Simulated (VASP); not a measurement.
# Ti4C in VASP: relaxation of the atoms with PBE

Aim: the relaxation of the atoms of Ti4C with PBE.

All numbers are computed with VASP 6.6.1; they aren't measurements. Logs are shortened: lines on timing, memory, paths and dates and some standing lists are left out, and cuts for length are marked.

### 1 The cell of the first run

The cell holds a slab with vacuum, 5 atoms: a = 2.938 Å, b = 2.938 Å, c = 22.405 Å, α = 90.00°, β = 90.00°, γ = 120.00°.

### 2 Relaxation of the atoms, PBE

File INCAR:

```
SYSTEM = Ti4C
PREC = Accurate
ENCUT = 520
EDIFF = 1E-7
ISMEAR = 0
SIGMA = 0.1
LREAL = .False.
LASPH = .True.
NELM = 100
ALGO = Normal
ISIF = 2
LWAVE = .False.
LCHARG = .False.
LDIPOL = .True.
IDIPOL = 3
DIPOL = 0.5 0.5 0.375
GGA = PE
IBRION = 2
NSW = 36
EDIFFG = -0.025
```

File KPOINTS:

```
regular mesh
0
Gamma
  9 9 1
  0 0 0
```

File POSCAR:

```
Ti4C
1.0
    2.9384580613      0.0000000000      0.0000000000
   -1.4692290307      2.5447793290      0.0000000000
    0.0000000000      0.0000000000     22.4046135985
Ti C
4 1
Selective dynamics
Direct
    0.6666666667      0.3333333333      0.1785346568  F F F
    0.3333333333      0.6666666667      0.2823220753  F F F
    0.6666666667      0.3333333333      0.3901862329  F F F
    0.3333333333      0.6666666667      0.4867128616  F F F
    0.6666666667      1.3333333333      0.5384879121  F F T
```

Potentials or basis: VASP PAW PBE potentials, release 64 (Ti_sv, C).

The run is started by

```
cat potpaw_PBE.64/Ti_sv/POTCAR potpaw_PBE.64/C/POTCAR > POTCAR
mpirun -np 1 vasp_std > vasp.out
```

OUTCAR:

```text
SYSTEM = Ti4C
   PREC = Accurate
   ENCUT = 520
   EDIFF = 1E-7
   ISMEAR = 0
   LREAL = .False.
   LASPH = .True.
   NELM = 100
   ISIF = 2
   GGA = PE
   IBRION = 2
   NSW = 36
   EDIFFG = -0.025

 ion  position               nearest neighbor table
   1  0.667  0.333  0.179-   2 2.88   2 2.88   2 2.88
   2  0.333  0.667  0.282-   1 2.88   1 2.88   1 2.88
   3  0.667  0.333  0.390-   4 2.75   4 2.75   4 2.75
   4  0.333  0.667  0.487-   5 2.06   5 2.06   5 2.06   3 2.75   3 2.75   3 2.75
   5  0.667  0.333  0.538-   4 2.06   4 2.06   4 2.06

  LATTYP: Found a hexagonal cell.
 ALAT       =     2.9384580613
 C/A-ratio  =     7.6246157444

  Lattice vectors:

 A1 = (   2.9384580613,   0.0000000000,   0.0000000000)
 A2 = (  -1.4692290307,   2.5447793290,   0.0000000000)
 A3 = (   0.0000000000,   0.0000000000,  22.4046135985)

Analysis of symmetry for initial positions (statically):
=====================================================================
 Subroutine PRICEL returns:
 Original cell was already a primitive cell.

 Routine SETGRP: Setting up the symmetry group for a
 hexagonal supercell.

 Subroutine GETGRP returns: Found  6 space group operations
 (whereof  6 operations were pure point group operations)
 out of a pool of 24 trial point group operations.

The static configuration has the point symmetry C_3v.

Analysis of symmetry for dynamics (positions and initial velocities):
=====================================================================
 Subroutine PRICEL returns:
 Original cell was already a primitive cell.

 Routine SETGRP: Setting up the symmetry group for a
 hexagonal supercell.

 Subroutine GETGRP returns: Found  6 space group operations
 (whereof  6 operations were pure point group operations)
 out of a pool of 24 trial point group operations.

The dynamic configuration has the point symmetry C_3v.

Analysis of constrained symmetry for selective dynamics:
=====================================================================
 Subroutine PRICEL returns:
 Original cell was already a primitive cell.

 Routine SETGRP: Setting up the symmetry group for a
 hexagonal supercell.

 Subroutine GETGRP returns: Found  6 space group operations
 (whereof  6 operations were pure point group operations)
 out of a pool of 24 trial point group operations.

The constrained configuration has the point symmetry C_3v.

 Subroutine INISYM returns: Found  6 space group operations
 (whereof  6 operations are pure point group operations),
 and found     1 'primitive' translations

----------------------------------------------------------------------------------------

                                     Primitive cell

  volume of cell :     167.5356

  direct lattice vectors                    reciprocal lattice vectors
     2.938458061  0.000000000  0.000000000     0.340314539  0.196480691  0.000000000
    -1.469229031  2.544779329  0.000000000     0.000000000  0.392961381  0.000000000
     0.000000000  0.000000000 22.404613598     0.000000000  0.000000000  0.044633664

  length of vectors
     2.938458061  2.938458061 22.404613598     0.392961381  0.392961381  0.044633664

  position of ions in fractional coordinates (direct lattice)
     0.666666667  0.333333333  0.178534657
     0.333333333  0.666666667  0.282322075
     0.666666667  0.333333333  0.390186233
     0.333333333  0.666666667  0.486712862
     0.666666667  0.333333333  0.538487912

  ion indices of the primitive-cell ions
   primitive index   ion index
                 1           1
                 2           2
                 3           3
                 4           4
                 5           5

----------------------------------------------------------------------------------------

 KPOINTS: regular mesh

Automatic generation of k-mesh.
 Grid dimensions read from file:
 generate k-points for:    9    9    1

 Generating k-lattice:

  Cartesian coordinates                     Fractional coordinates (reciprocal lattice)
     0.037812727  0.021831188  0.000000000     0.111111111  0.000000000  0.000000000
     0.000000000  0.043662376  0.000000000     0.000000000  0.111111111  0.000000000
     0.000000000  0.000000000  0.044633664     0.000000000  0.000000000  1.000000000

  Length of vectors
     0.043662376  0.043662376  0.044633664

  Shift w.r.t. Gamma in fractional coordinates (k-lattice)
     0.000000000  0.000000000  0.000000000

 Subroutine IBZKPT returns following result:
 ===========================================

 Found     12 irreducible k-points:

 Following reciprocal coordinates:
            Coordinates               Weight
  0.000000  0.000000  0.000000      1.000000
  0.111111 -0.000000  0.000000      6.000000
  0.222222  0.000000  0.000000      6.000000
  0.333333 -0.000000  0.000000      6.000000
  0.444444  0.000000  0.000000      6.000000
  0.111111  0.111111  0.000000      6.000000
  0.222222  0.111111  0.000000     12.000000
  0.333333  0.111111  0.000000     12.000000
  0.444444  0.111111  0.000000      6.000000
  0.222222  0.222222  0.000000      6.000000
  0.333333  0.222222  0.000000     12.000000
  0.333333  0.333333  0.000000      2.000000
   k-points           NKPTS =     12   k-points in BZ     NKDIM =     12   number of bands    NBANDS=     31
   number of dos      NEDOS =    301   number of ions     NIONS =      5
   total plane-waves  NPLWV =  96768
   dimension x,y,z NGX =    24 NGY =   24 NGZ =  168
   dimension x,y,z NGXF=    48 NGYF=   48 NGZF=  336
   ions per type =               4   1
   NGX,Y,Z   is equivalent  to a cutoff of  13.58, 13.58, 12.47 a.u.
   NGXF,Y,Z  is equivalent  to a cutoff of  27.16, 27.16, 24.93 a.u.
 SYSTEM =  Ti4C
   PREC   = accura    normal or accurate (medium, high low for compatibility)
   ISTART =      0    job   : 0-new  1-cont  2-samecut
   ICHARG =      2    charge: 1-file 2-atom 10-const
   ISPIN  =      1    spin polarized calculation?
   LNONCOLLINEAR =      F non collinear calculations
   LSORBIT =      F    spin-orbit coupling
   LASPH  =      T    aspherical Exc in radial PAW
   ENCUT  =  520.0 eV  38.22 Ry    6.18 a.u.   5.46  5.46 41.66*2*pi/ulx,y,z
   NELM   =    100;   NELMIN=  2; NELMDL= -5     # of ELM steps
   EDIFF  = 0.1E-06   stopping-criterion for ELM
   LREAL  =      F    real-space projection
   EDIFFG = -.3E-01   stopping-criterion for IOM
   NSW    =     36    number of steps for IOM
   IBRION =      2    ionic relax: 0-MD 1-quasi-New 2-CG
   NFREE  =      1    steps in history (QN), initial steepest desc. (CG)
   ISIF   =      2    stress and relaxation
   ISYM   =      2    0-nonsym 1-usesym 2-fastsym
   POTIM  = 0.5000    time-step for ionic-motion
   TEBEG  =    0.0;   TEEND  =   0.0 temperature during run
   PSTRESS=    0.0 pullay stress
   NELECT =      52.0000    total number of electrons
   NUPDOWN=      -1.0000    fix difference up-down
   EMIN   =  10.00;   EMAX   =-10.00  energy-range for DOS
   EFERMI =   0.00;   METHOD = LEGACY
   ISMEAR =     0;   SIGMA  =   0.10  broadening in eV -4-tet -1-fermi 0-gaus
   EFERMI_NEDOS =   21; number of points for ismear=-14 and -15
   IALGO  =     38    algorithm
   IMIX   =      4    mixing-type and parameters
     AMIX     =   0.40;   BMIX     =  1.00
     AMIX_MAG =   1.60;   BMIX_MAG =  1.00
  volume/ion in A,a.u.               =      33.51       226.12
  Fermi-wavevector in a.u.,A,eV,Ry     =   1.108427  2.094622 16.716246  1.228609
  Thomas-Fermi vector in A             =   2.244954
   LORBIT       =      0    0 simple, 1 ext, 2 COOP (PROOUT), +10 PAW based schemes
   GGA     = PE    functional components
   LHFCALC =     F    Hartree Fock is set to
   AEXX    =    0.0000 exact exchange contribution
   IVDW    =     0    specifies the selected vdW correction
   LEPSILON=     F    determine dielectric tensor
   LRPA    =     F    only Hartree local field effects (RPA)
 conjugate gradient relaxation of ions
 non-spin polarized calculation
 Gauss-broadening in eV      SIGMA  =   0.10
  energy-cutoff  :      520.00
  volume of cell :      167.54
 maximum number of plane-waves:      4595
 NGX is ok and might be reduce to    24
   NGX = 11   NGY = 11   NGZ = 83

 dipolmoment           0.000000      0.000000     -0.003001 electrons x Angstroem

--------------------------------------- Ionic step        1  -------------------------------------------

 number of electron      51.9999992 magnetization

 Free energy of the ion-electron system (eV)
  ---------------------------------------------------
  ext. energy  EPLUGINS =         0.00000000
  ---------------------------------------------------
  free energy    TOTEN  =       -36.68746659 eV

  energy without entropy =      -36.64052168  energy(sigma->0) =      -36.66399414

------------------------ aborting loop because EDIFF is reached ----------------------------------------

  FORCE on cell =-STRESS in cart. coord.  units (eV):
  Direction    XX          YY          ZZ          XY          YZ          ZX
  --------------------------------------------------------------------------------------
  -------------------------------------------------------------------------------------
  Total        2.1149091      2.1149091     -2.3380203     -0.0000000      0.0000000      0.0000000
  in kB       20.2253109     20.2253109    -22.3589695     -0.0000000      0.0000000      0.0000000
  external PRESSURE =       6.0305507 kB  Pullay stress =       0.0000000 kB
[... 102 lines left out ...]
  energy  without entropy=      -36.9614784259  energy(sigma->0) =      -36.98789968

--------------------------------------- Ionic step        4  -------------------------------------------

 number of electron      51.9999992 magnetization

 dipolmoment           0.000000      0.000000      0.079311 electrons x Angstroem

 Free energy of the ion-electron system (eV)
  ---------------------------------------------------
  ext. energy  EPLUGINS =         0.00000000
  ---------------------------------------------------
  free energy    TOTEN  =       -37.01691725 eV

  energy without entropy =      -36.96476590  energy(sigma->0) =      -36.99084157

 E-fermi :   0.6499     XC(G=0):  -5.9273

 val. band max:        0.6035255606   @ k =   0.2222   0.0000   0.0000
 cond. band min:       0.6542075763   @ k =   0.3333   0.2222   0.0000
 fundamental gap:      0.0506820157
 Fermi energy:         0.6498710528

 k-point     1 :       0.0000    0.0000    0.0000
  band No.  band energies     occupation
      1     -56.3102      2.00000
      2     -56.1534      2.00000
      3     -56.0641      2.00000
      4     -54.9757      2.00000
      5     -32.7304      2.00000
      6     -32.5757      2.00000
[... 397 lines left out ...]
     30       1.0157      0.00000
     31       2.1448      0.00000

------------------------ aborting loop because EDIFF is reached ----------------------------------------

 vacuum level on the upper side and lower side of the slab       (xc-potential included)         0.797        -1.135

  FORCE on cell =-STRESS in cart. coord.  units (eV):
  Direction    XX          YY          ZZ          XY          YZ          ZX
  --------------------------------------------------------------------------------------
  -------------------------------------------------------------------------------------
  Total        6.3314702      6.3314702      0.8161474     -0.0000000      0.0000000     -0.0000000
  in kB       60.5491522     60.5491522      7.8049851     -0.0000000      0.0000000     -0.0000000
  external PRESSURE =      42.9677632 kB  Pullay stress =       0.0000000 kB

 VOLUME and BASIS-vectors are now :
 -----------------------------------------------------------------------------
  energy-cutoff  :      520.00
  volume of cell :      167.54
      direct lattice vectors                 reciprocal lattice vectors
     2.938458061  0.000000000  0.000000000     0.340314539  0.196480691  0.000000000
    -1.469229031  2.544779329  0.000000000     0.000000000  0.392961381  0.000000000
     0.000000000  0.000000000 22.404613598     0.000000000  0.000000000  0.044633664
[... 11 lines left out ...]
  FREE ENERGIE OF THE ION-ELECTRON SYSTEM (eV)
  ---------------------------------------------------
  free  energy   TOTEN  =       -37.0169172461 eV

  energy  without entropy=      -36.9647658997  energy(sigma->0) =      -36.99084157

 reached required accuracy - stopping structural energy minimisation

 vacuum level on the upper side and lower side of the slab         6.856         4.874
```

Run time: 4.4 min. Hardware: 1 thread of Intel Xeon 6975P-C (Granite Rapids), shared host; peak memory 0.32 GiB.

What came out:

```yaml
Free_energy: -37.0169 eV
Energy_gained_by_relaxing: 65.9 meV/atom
Ionic_steps: 4
Band_gap_on_the_k_mesh: zero (bands 26 and 27 overlap by 0.59 eV)
```

The path:
```
step  energy change (eV)  largest force on free atoms (eV/Å)  pressure (GPa)
   1              0.0000                              2.1683            0.60
   2             -0.1891                              1.4282            1.77
   3             -0.3269                              0.1983            3.92
   4             -0.3295                              0.0065            4.30
```

Final structure:
```
Ti C
1.0
     2.93846    0.00000    0.00000
    -1.46923    2.54478    0.00000
     0.00000    0.00000   22.40461
Ti C
4 1
Direct
  0.66667 0.33333 0.17853
  0.33333 0.66667 0.28232
  0.66667 0.33333 0.39019
  0.33333 0.66667 0.48671
  0.66667 0.33333 0.52512
```

The gap in the log of VASP goes by the Fermi energy; the results here count the filled bands.